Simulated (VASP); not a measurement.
Set up this calculation in VASP 6.6.1, as the native input.

```
Task                   : single point
Functional             : PBE
Potentials or basis    : VASP PAW PBE potentials, release 64 (In_d)
Cutoff                 : 520 eV
k mesh                 : 17 × 17 × 17
Occupations            : fermi-dirac, width 0.05 eV
Spin                   : no spin polarisation
Dipole correction      : no
Further INCAR settings : ALGO = Normal; EDIFF = 1e-06; NBANDS = 12
```

The structure of In lies in POSCAR:

```
In
1.0
   -1.9078682197      1.9078682197      1.9078682197
    1.9078682197     -1.9078682197      1.9078682197
    1.9078682197      1.9078682197     -1.9078682197
In
1
Direct
    0.0000000000      0.0000000000      0.0000000000
```

The input as run:

INCAR

```
SYSTEM = In
PREC = Accurate
ENCUT = 520
EDIFF = 1E-6
ISMEAR = -1
SIGMA = 0.05
LREAL = .FALSE.
LASPH = .TRUE.
NELM = 100
ALGO = Normal
ISIF = 2
LWAVE = .FALSE.
LCHARG = .FALSE.
GGA = PE
NBANDS = 12
```

KPOINTS

```
regular mesh
0
G
  17 17 17
  0 0 0
```

Potentials or basis: VASP PAW PBE potentials, release 64 (In_d).

Launch:

```bash
$ cat potpaw_PBE.64/In_d/POTCAR > POTCAR
$ mpirun -np 1 vasp_std > vasp.out
```

Results of the run:

```
Pressure : 0.0 GPa
```

Wall time 35 s on 1 thread of Intel Xeon 6975P-C (shared host), peak memory 0.19 GiB.
